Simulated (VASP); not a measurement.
# MgBe5 (P6/mmm) in VASP: a series of runs

The runs below take MgBe5 through single point, relaxation of cell and atoms, with PBE.

Program: VASP 6.6.1. These are calculated values, not measurements. Logs are shortened: lines on timing, memory, paths and dates and some standing lists are left out, and cuts for length are marked.

## Step 1: The cell of the first run

Symmetry: P6/mmm, No. 191, hexagonal system. Conventional cell: a = 4.428 Å, b = 4.428 Å, c = 3.564 Å, α = 90.00°, β = 90.00°, γ = 120.00°. Mg (site symmetry 6/mmm) has 18 Be at 2.56 to 2.84 Å within 3.4 Å. Within 2.9 Å of Be (site symmetry -6m2) lie 9 Be at 2.19 to 2.56 Å and 3 Mg at 2.56 Å. Be (site symmetry mmm) has 8 Be at 2.19 to 2.21 Å and 4 Mg at 2.84 Å within 2.9 Å.

## Step 2: Single point, PBE

INCAR

```
SYSTEM = MgBe5
PREC = Accurate
ENCUT = 520
EDIFF = 1E-7
ISMEAR = 0
SIGMA = 0.1
LREAL = .FALSE.
LASPH = .TRUE.
NELM = 100
ALGO = Normal
ISIF = 2
LWAVE = .FALSE.
LCHARG = .TRUE.
GGA = PE
LELF = .TRUE.
LVHAR = .TRUE.
NBANDS = 15
```

KPOINTS

```
regular mesh
0
G
  12 12 10
  0 0 0
```

POSCAR

```
MgBe5
1.0
    4.4281457937      0.0000000000      0.0000000000
   -2.2140728969      3.8348867490      0.0000000000
    0.0000000000      0.0000000000      3.5644269069
Mg Be
1 5
Direct
    0.0000000000      0.0000000000      0.0000000000
    0.3333333333      0.6666666667      0.0000000000
    0.6666666667      0.3333333333      0.0000000000
    0.5000000000      0.0000000000      0.5000000000
    0.5000000000      0.5000000000      0.5000000000
    0.0000000000      0.5000000000      0.5000000000
```

Potentials or basis: VASP PAW PBE potentials, release 64 (Mg, Be).

Launch:

```
> cat potpaw_PBE.64/Mg/POTCAR potpaw_PBE.64/Be/POTCAR > POTCAR
> mpirun -np 1 vasp_std > vasp.out
```

OUTCAR:

```text
SYSTEM = MgBe5
   PREC = Accurate
   ENCUT = 520
   EDIFF = 1E-7
   ISMEAR = 0
   LREAL = .FALSE.
   LASPH = .TRUE.
   NELM = 100
   ISIF = 2
   GGA = PE

 ion  position               nearest neighbor table
   1  0.000  0.000  0.000-   2 2.56   3 2.56   3 2.56   2 2.56   3 2.56   2 2.56   5 2.84   5 2.84
                             5 2.84   5 2.84   4 2.84   4 2.84   4 2.84   4 2.84   6 2.84   6 2.84
   2  0.333  0.667  0.000-   6 2.19   6 2.19   4 2.19   4 2.19   5 2.19   5 2.19   1 2.56   1 2.56
                             1 2.56
   3  0.667  0.333  0.000-   6 2.19   6 2.19   4 2.19   4 2.19   5 2.19   5 2.19   1 2.56   1 2.56
                             1 2.56
   4  0.500  0.000  0.500-   2 2.19   3 2.19   2 2.19   3 2.19   6 2.21   6 2.21   5 2.21   5 2.21
                             1 2.84   1 2.84   1 2.84   1 2.84
   5  0.500  0.500  0.500-   2 2.19   3 2.19   2 2.19   3 2.19   6 2.21   6 2.21   4 2.21   4 2.21
                             1 2.84   1 2.84   1 2.84   1 2.84
   6  0.000  0.500  0.500-   2 2.19   3 2.19   2 2.19   3 2.19   4 2.21   4 2.21   5 2.21   5 2.21
                             1 2.84   1 2.84   1 2.84   1 2.84

  LATTYP: Found a hexagonal cell.
 ALAT       =     4.4281457937
 C/A-ratio  =     0.8049479563

  Lattice vectors:

 A1 = (   4.4281457937,   0.0000000000,   0.0000000000)
 A2 = (  -2.2140728969,   3.8348867490,   0.0000000000)
 A3 = (   0.0000000000,   0.0000000000,   3.5644269069)

Analysis of symmetry for initial positions (statically):
=====================================================================
 Subroutine PRICEL returns:
 Original cell was already a primitive cell.

 Routine SETGRP: Setting up the symmetry group for a
 hexagonal supercell.

 Subroutine GETGRP returns: Found 24 space group operations
 (whereof 24 operations were pure point group operations)
 out of a pool of 24 trial point group operations.

The static configuration has the point symmetry D_6h.

Analysis of symmetry for dynamics (positions and initial velocities):
=====================================================================
 Subroutine PRICEL returns:
 Original cell was already a primitive cell.

 Routine SETGRP: Setting up the symmetry group for a
 hexagonal supercell.

 Subroutine GETGRP returns: Found 24 space group operations
 (whereof 24 operations were pure point group operations)
 out of a pool of 24 trial point group operations.

The dynamic configuration has the point symmetry D_6h.

 Subroutine INISYM returns: Found 24 space group operations
 (whereof 24 operations are pure point group operations),
 and found     1 'primitive' translations

----------------------------------------------------------------------------------------

                                     Primitive cell

  volume of cell :      60.5291

  direct lattice vectors                    reciprocal lattice vectors
     4.428145794  0.000000000  0.000000000     0.225828156  0.130381947  0.000000000
    -2.214072897  3.834886749  0.000000000     0.000000000  0.260763894  0.000000000
     0.000000000  0.000000000  3.564426907     0.000000000  0.000000000  0.280550009

  length of vectors
     4.428145794  4.428145794  3.564426907     0.260763894  0.260763894  0.280550009

  position of ions in fractional coordinates (direct lattice)
     0.000000000  0.000000000  0.000000000
     0.333333333  0.666666667  0.000000000
     0.666666667  0.333333333  0.000000000
     0.500000000  0.000000000  0.500000000
     0.500000000  0.500000000  0.500000000
     0.000000000  0.500000000  0.500000000

  ion indices of the primitive-cell ions
   primitive index   ion index
                 1           1
                 2           2
                 3           3
                 4           4
                 5           5
                 6           6

----------------------------------------------------------------------------------------

 KPOINTS: regular mesh

Automatic generation of k-mesh.
 Grid dimensions read from file:
 generate k-points for:   12   12   10

 Generating k-lattice:

  Cartesian coordinates                     Fractional coordinates (reciprocal lattice)
     0.018819013  0.010865162  0.000000000     0.083333333  0.000000000  0.000000000
     0.000000000  0.021730324  0.000000000     0.000000000  0.083333333  0.000000000
     0.000000000  0.000000000  0.028055001     0.000000000  0.000000000  0.100000000

  Length of vectors
     0.021730324  0.021730324  0.028055001

  Shift w.r.t. Gamma in fractional coordinates (k-lattice)
     0.000000000  0.000000000  0.000000000

 Subroutine IBZKPT returns following result:
 ===========================================

 Found    114 irreducible k-points:

 Following reciprocal coordinates:
            Coordinates               Weight
  0.000000  0.000000  0.000000      1.000000
  0.083333  0.000000  0.000000      6.000000
  0.166667  0.000000  0.000000      6.000000
  0.250000  0.000000  0.000000      6.000000
  0.333333  0.000000  0.000000      6.000000
  0.416667  0.000000  0.000000      6.000000
[... 16 lines left out ...]
  0.250000  0.000000  0.100000     12.000000
  0.333333  0.000000  0.100000     12.000000
 [... further k-points ...]
   k-points           NKPTS =    114   k-points in BZ     NKDIM =    114   number of bands    NBANDS=     15
   number of dos      NEDOS =    301   number of ions     NIONS =      6
   total plane-waves  NPLWV =  36288
   dimension x,y,z NGX =    36 NGY =   36 NGZ =   28
   dimension x,y,z NGXF=    72 NGYF=   72 NGZF=   56
   ions per type =               1   5
   NGX,Y,Z   is equivalent  to a cutoff of  13.52, 13.52, 13.06 a.u.
   NGXF,Y,Z  is equivalent  to a cutoff of  27.03, 27.03, 26.12 a.u.
 SYSTEM =  MgBe5
   PREC   = accura    normal or accurate (medium, high low for compatibility)
   ISTART =      0    job   : 0-new  1-cont  2-samecut
   ICHARG =      2    charge: 1-file 2-atom 10-const
   ISPIN  =      1    spin polarized calculation?
   LNONCOLLINEAR =      F non collinear calculations
   LSORBIT =      F    spin-orbit coupling
   LASPH  =      T    aspherical Exc in radial PAW
   ENCUT  =  520.0 eV  38.22 Ry    6.18 a.u.   8.23  8.23  6.63*2*pi/ulx,y,z
   NELM   =    100;   NELMIN=  2; NELMDL= -5     # of ELM steps
   EDIFF  = 0.1E-06   stopping-criterion for ELM
   LREAL  =      F    real-space projection
   EDIFFG = 0.1E-05   stopping-criterion for IOM
   NSW    =      0    number of steps for IOM
   IBRION =     -1    ionic relax: 0-MD 1-quasi-New 2-CG
   NFREE  =      0    steps in history (QN), initial steepest desc. (CG)
   ISIF   =      2    stress and relaxation
   ISYM   =      2    0-nonsym 1-usesym 2-fastsym
   POTIM  = 0.5000    time-step for ionic-motion
   TEBEG  =    0.0;   TEEND  =   0.0 temperature during run
   PSTRESS=    0.0 pullay stress
   NELECT =      12.0000    total number of electrons
   NUPDOWN=      -1.0000    fix difference up-down
   EMIN   =  10.00;   EMAX   =-10.00  energy-range for DOS
   EFERMI =   0.00;   METHOD = LEGACY
   ISMEAR =     0;   SIGMA  =   0.10  broadening in eV -4-tet -1-fermi 0-gaus
   EFERMI_NEDOS =   21; number of points for ismear=-14 and -15
   IALGO  =     38    algorithm
   IMIX   =      4    mixing-type and parameters
     AMIX     =   0.40;   BMIX     =  1.00
     AMIX_MAG =   1.60;   BMIX_MAG =  1.00
  volume/ion in A,a.u.               =      10.09        68.08
  Fermi-wavevector in a.u.,A,eV,Ry     =   0.954583  1.803901 12.398028  0.911229
  Thomas-Fermi vector in A             =   2.083343
   LORBIT       =      0    0 simple, 1 ext, 2 COOP (PROOUT), +10 PAW based schemes
   GGA     = PE    functional components
   LHFCALC =     F    Hartree Fock is set to
   AEXX    =    0.0000 exact exchange contribution
   IVDW    =     0    specifies the selected vdW correction
   LEPSILON=     F    determine dielectric tensor
   LRPA    =     F    only Hartree local field effects (RPA)
 non-spin polarized calculation
 Gauss-broadening in eV      SIGMA  =   0.10
  energy-cutoff  :      520.00
  volume of cell :       60.53
 maximum number of plane-waves:      1675
 NGX is ok and might be reduce to    36
   NGX = 17   NGY = 17   NGZ = 13

 number of electron      12.0000000 magnetization

 Free energy of the ion-electron system (eV)
  ---------------------------------------------------
  ext. energy  EPLUGINS =         0.00000000
  ---------------------------------------------------
  free energy    TOTEN  =       -19.95672932 eV

  energy without entropy =      -19.94653056  energy(sigma->0) =      -19.95162994

 E-fermi :   5.3351     XC(G=0): -10.0378

 val. band max:        5.3270992727   @ k =   0.1667   0.1667   0.3000
 cond. band min:       5.3363958721   @ k =   0.3333   0.0833   0.5000
 fundamental gap:      0.0092965994
 Fermi energy:         5.3351439997

 k-point     1 :       0.0000    0.0000    0.0000
  band No.  band energies     occupation
      1      -4.5350      2.00000
      2       1.6335      2.00000
      3       2.7800      2.00000
      4       3.4646      2.00000
      5       3.4646      2.00000
      6       3.5262      2.00000
      7       3.5262      2.00000
      8       7.5618      0.00000
      9       8.1205      0.00000
     10      10.4504      0.00000
     11      11.5223      0.00000
     12      11.5223      0.00000
     13      13.5655      0.00000
     14      13.5655      0.00000
     15      15.9755      0.00000
[... 397 lines left out ...]
 k-point    24 :       0.3333    0.0000    0.1000
  band No.  band energies     occupation
      1      -3.5543      2.00000
      2      -0.9363      2.00000
      3       1.7487      2.00000
      4       2.0073      2.00000
      5       3.0720      2.00000
      6       5.5962      0.00022
      7       7.0260      0.00000
      8       7.8007      0.00000
      9       8.7206      0.00000
     10       9.9298      0.00000
     11      11.2080      0.00000
     12      11.9063      0.00000
     13      12.8687      0.00000
     14      13.3487      0.00000
     15      14.8158      0.00000

 [... further k-points ...]

------------------------ aborting loop because EDIFF is reached ----------------------------------------

  FORCE on cell =-STRESS in cart. coord.  units (eV):
  Direction    XX          YY          ZZ          XY          YZ          ZX
  --------------------------------------------------------------------------------------
  -------------------------------------------------------------------------------------
  Total        0.0052005      0.0052005      0.0082717     -0.0000000     -0.0000000     -0.0000000
  in kB        0.1376546      0.1376546      0.2189494     -0.0000000     -0.0000000     -0.0000000
  external PRESSURE =       0.1647529 kB  Pullay stress =       0.0000000 kB

 VOLUME and BASIS-vectors are now :
 -----------------------------------------------------------------------------
  energy-cutoff  :      520.00
  volume of cell :       60.53
      direct lattice vectors                 reciprocal lattice vectors
     4.428145794  0.000000000  0.000000000     0.225828156  0.130381947  0.000000000
    -2.214072897  3.834886749  0.000000000     0.000000000  0.260763894  0.000000000
     0.000000000  0.000000000  3.564426907     0.000000000  0.000000000  0.280550009

 POSITION                                       TOTAL-FORCE (eV/Angst)
 -----------------------------------------------------------------------------------
      0.00000      0.00000      0.00000        -0.000000      0.000000      0.000000
     -0.00000      2.55659      0.00000         0.000000      0.000000      0.000000
      2.21407      1.27830      0.00000        -0.000000      0.000000      0.000000
      2.21407      0.00000      1.78221        -0.000000      0.000000      0.000000
      1.10704      1.91744      1.78221        -0.000000      0.000000      0.000000
     -1.10704      1.91744      1.78221        -0.000000      0.000000      0.000000
 -----------------------------------------------------------------------------------
    total drift:                                0.000000      0.000000     -0.000000

  FREE ENERGIE OF THE ION-ELECTRON SYSTEM (eV)
  ---------------------------------------------------
  free  energy   TOTEN  =       -19.9567293163 eV

  energy  without entropy=      -19.9465305550  energy(sigma->0) =      -19.95162994
```

Wall time 52 s (1 thread of AMD EPYC 9R45 (Zen 5), shared host); peak memory 0.22 GiB.

Results:

- Free energy: -19.9567 eV
- Pressure: 0.0 GPa
- Band gap on the k mesh: zero (band 6 reaches 6.66 eV, above the bottom of band 7 at 3.53 eV)

(Continued in part 2 of 2.)
